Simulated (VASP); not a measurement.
A run of VASP 6.6.1 is set up as follows.

INCAR

```
SYSTEM = SiO2
  PREC = Accurate
  ENCUT = 520
  EDIFF = 1E-6
  ISMEAR = 0
  SIGMA = 0.05
  LREAL = .False.
  LASPH = .True.
  NELM = 100
  ALGO = Normal
  ISIF = 2
  LWAVE = .False.
  LCHARG = .True.
  GGA = CA
  LELF = .True.
  LVHAR = .True.
  NBANDS = 25
```

File KPOINTS:

```
regular mesh
0
Gamma
  6 6 10
  0 0 0
```

POSCAR

```
SiO2
1.0
    4.3781004423      0.0000000000      0.0000000000
    0.0000000000      4.3781004423      0.0000000000
    0.0000000000      0.0000000000      2.7039148332
Si O
2 4
Direct
    0.5000000000      0.5000000000      0.5000000000
    0.0000000000      0.0000000000      0.0000000000
    0.6944252994      0.6944252994      0.0000000000
    0.1944252994      0.8055747006      0.5000000000
    0.3055747006      0.3055747006      0.0000000000
    0.8055747006      0.1944252994      0.5000000000
```

Potentials or basis: VASP PAW LDA potentials, release 64 (Si, O).

Launch:

```console
$ cat potpaw_LDA.64/Si/POTCAR potpaw_LDA.64/O/POTCAR > POTCAR
$ mpirun -np 1 vasp_std > vasp.out
```

Predict the pressure.

-29.3 GPa.

Estimate the largest force.

0.998 eV/Å.

Stress tensor (GPa, compression positive):
```
-31.97   0.00   0.00
  0.00 -31.97   0.00
  0.00   0.00 -23.96
```
